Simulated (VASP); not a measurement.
AlGa2N3:

```
Al Ga N
1.0
     3.40267    0.00000    0.00000
    -1.70134    2.94680    0.00000
     0.00000    0.00000    8.33481
Al Ga N
1 2 3
Cartesian
  0.0000 0.0000 0.0000
  0.0000 1.9645 5.5565
  1.7013 0.9823 2.7783
  1.7013 0.9823 6.9457
  0.0000 0.0000 4.1674
  0.0000 1.9645 1.3891
```

```yaml
Program: VASP 6.6.1
Task: relaxation of cell and atoms
Functional: PBE
Potentials_or_basis: VASP PAW PBE potentials, release 64 (Al, Ga_d, N)
Cutoff: 600 eV
k_mesh: 6 × 6 × 2
Occupations: gaussian, width 0.1 eV
Spin: no spin polarisation
```

At the start: pressure -34.8 GPa; volume 13.93 Å³/atom.

Task: Where does the relaxation end?

Result: Over 7 steps the energy falls by 758.2 meV/atom and the volume is 9.31 Å³/atom (-33.2 %); space group P-3m1 (No. 164, to 0.1 Å) before and after.

Step by step:
```csv
step,energy change (eV),largest force (eV/Å),pressure (GPa),volume (Å³)
1,0.0000,0.6535,-34.85,83.57
2,-4.3008,0.8115,18.88,52.03
3,-4.5060,0.7830,0.42,55.82
4,-4.5465,0.1903,0.26,55.77
5,-4.5484,0.1614,0.27,55.76
6,-4.5488,0.1248,-0.35,55.89
7,-4.5493,0.0065,0.06,55.83
```

Final structure:
```xyz
6
Lattice="2.9740 0.0000 0.0000 -1.4870 2.5755 0.0000 0.0000 0.0000 7.2892" Properties=species:S:1:pos:R:3 pbc="T T T"
Al    0.0000    0.0000    0.0000
Ga    0.0000    1.7170    4.8843
Ga    1.4870    0.8585    2.4049
N     1.4870    0.8585    6.1434
N     0.0000    0.0000    3.6446
N     0.0000    1.7170    1.1458
```

Caveat: the volume moved by over 15 % at a fixed basis, so the end points are rough.
